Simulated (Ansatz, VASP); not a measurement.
One calculation of HfB, two programs

POSCAR

```
HfB
1.0
    0.0000000000      2.3100000000      2.3100000000
    2.3100000000      0.0000000000      2.3100000000
    2.3100000000      2.3100000000      0.0000000000
Hf B
1 1
Direct
    0.0000000000      0.0000000000      0.0000000000
    0.5000000000      0.5000000000      0.5000000000
```

Contents of INCAR.step1:

```
PREC = Accurate
ENCUT = 600
ISMEAR = -1
SIGMA = 0.05
LREAL = False
LASPH = True
NELM = 100
GGA = PE
ALGO = Normal
EDIFF = 1E-4
LWAVE = True
LCHARG = False
```

Contents of INCAR.step2:

```
PREC = Accurate
ENCUT = 600
EDIFF = 1E-6
ISMEAR = -1
SIGMA = 0.05
LREAL = False
LASPH = True
NELM = 100
ALGO = Normal
ISIF = 3
LWAVE = False
LCHARG = False
METAGGA = R2SCAN
LMIXTAU = True
IBRION = 2
NSW = 60
EDIFFG = -0.005
ISTART = 1
```

The input KPOINTS:

```
Automatic mesh
0
Gamma
  16 16 16
```

Input for Ansatz:

```yaml
crystal:
  lattice:
    - [0.0, 2.31, 2.31]
    - [2.31, 0.0, 2.31]
    - [2.31, 2.31, 0.0]
  atoms:
    - { symbol: Hf, position: [0.0, 0.0, 0.0] }
    - { symbol: B, position: [0.5, 0.5, 0.5] }
kpoints:
  mp_grid: { grid: [16, 16, 16] }
scf:
  occupations: { method: fermi_dirac, width: 0.05 }
hamiltonian:
  xc: r2scan
  pseudopotentials: { kind: paw }
output:
  forces: true
  stress: true
relax:
  f_tol: 0.005
  max_steps: 40
  cell: {}
```

Alike in both runs: task relaxation of cell and atoms; functional r2SCAN; k mesh 16 × 16 × 16; occupations fermi-dirac, width 0.05 eV; no spin polarisation.

|  | VASP | Ansatz |
| --- | --- | --- |
| version | VASP 6.6.1 | Ansatz 0.2.0 |
| potentials or method | VASP PAW PBE potentials, release 64 (Hf_pv, B) | PAW with Ansatz's default frozen-core files, scalar-relativistic |
| plane-wave cutoff (eV) | 600 | 500 |
| valence electrons in the cell | 13 | 29 |

|  | VASP | Ansatz | Ansatz less VASP |
| --- | --- | --- | --- |
| relaxed volume (Å³/atom) | 14.02 | 14.04 | +0.015 |
| relaxed length of the cell vector where the two differ most in proportion (Å) | 3.410 | 3.412 | +0.0012 |

VASP's potentials were made for PBE, not for r2SCAN. VASP's potentials hold 13 valence electrons a cell and Ansatz's 29, so a difference there can come from the potentials and not from the codes.

Spin-orbit coupling is off throughout.
